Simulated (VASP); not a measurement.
Wanted: the native input for a VASP 6.6.1 run.

```yaml
Task: single point
Functional: PBE
Potentials_or_basis: VASP PAW PBE potentials, release 64 (Os)
Cutoff: 520 eV
k_mesh: 6 × 6 × 6
Occupations: gaussian, width 0.1 eV
Spin: no spin polarisation
Dipole_correction: no
Further_INCAR_settings: ALGO = Normal; EDIFF = 1e-06; NBANDS = 15
```

The structure of Os lies in POSCAR:

```
Os
1.0
    0.0000000000      2.7773673487      2.7773673487
    2.7773673487      0.0000000000      2.7773673487
    2.7773673487      2.7773673487      0.0000000000
Os
2
Direct
    0.5000000000      0.5000000000      0.5000000000
    0.7500000000      0.7500000000      0.7500000000
```

One way to write it, as run:

INCAR

```
PREC     = Accurate       # precision mode
ENCUT    = 520            # plane-wave cutoff, eV
EDIFF    = 1E-6           # SCF threshold, eV
ISMEAR   = 0              # smearing method
SIGMA    = 0.1            # smearing width, eV
LREAL    = False          # projectors in reciprocal space
LASPH    = True           # aspherical terms in the spheres
NELM     = 100            # most SCF steps
ALGO     = Normal         # electronic algorithm
ISIF     = 2              # what is computed and relaxed
LWAVE    = False          # write WAVECAR
LCHARG   = False          # write CHGCAR
GGA      = PE             # functional
NBANDS   = 15             # bands
```

KPOINTS

```
regular mesh
0
Gamma
  6 6 6
```

Potentials or basis: VASP PAW PBE potentials, release 64 (Os).

Run with:

```sh
$ cat potpaw_PBE.64/Os/POTCAR > POTCAR
$ mpirun -np 1 vasp_std > vasp.out
```

Results of the run:

```yaml
Pressure: -1.1 GPa
Band_gap_on_the_k_mesh: zero (band 8 reaches 4.85 eV, above the bottom of band 9 at 3.80 eV)
```

Caveat: spin-orbit coupling is left out, which moves the levels of the heavy elements.

Wall time 11 s on 1 thread of AMD EPYC 7R43 64-Core Processor (Zen 3) (shared host), peak memory 0.13 GiB.
